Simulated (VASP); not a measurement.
A run of VASP 6.6.1:

The input POSCAR:

```
W
1.0
   -1.6745930955      1.5982272866      1.5982272866
    1.5982272866     -1.6745930955      1.5982272866
    1.5982272866      1.5982272866     -1.6745930955
W
1
Direct
    0.0000000000      0.0000000000      0.0000000000
```

INCAR.step1

```
SYSTEM = W
ALGO = Normal
EDIFF = 1E-4
ENCUT = 520
GGA = PE
ISMEAR = 0
LASPH = .True.
LCHARG = .False.
LREAL = .False.
LWAVE = .True.
NBANDS = 13
NELM = 100
PREC = Accurate
SIGMA = 0.15
```

INCAR.step2

```
SYSTEM = W
ALGO = Normal
EDIFF = 1E-7
ENCUT = 520
ISIF = 2
ISMEAR = 0
ISTART = 1
LASPH = .True.
LCHARG = .True.
LELF = .True.
LMIXTAU = .True.
LREAL = .False.
LVHAR = .True.
LWAVE = .False.
METAGGA = R2SCAN
NBANDS = 13
NELM = 100
PREC = Accurate
SIGMA = 0.15
```

KPOINTS

```
k-points
0
Gamma
  16 16 16
  0 0 0
```

Potentials or basis: VASP PAW PBE potentials, release 64 (W_sv).

Command:

```console
$ cat potpaw_PBE.64/W_sv/POTCAR > POTCAR
$ cp INCAR.step1 INCAR
$ mpirun -np 1 vasp_std > vasp.out
$ cp INCAR.step2 INCAR
$ mpirun -np 1 vasp_std > vasp.out
```

Hardware: 1 thread of Intel(R) Xeon(R) Platinum 8559C (Emerald Rapids) (shared host).

**Question.** How long does it take, and how much memory?

**Answer.** Wall time 2.1 min on 1 thread of Intel(R) Xeon(R) Platinum 8559C (Emerald Rapids) (shared host), peak memory 0.21 GiB. Counts: k points 417.
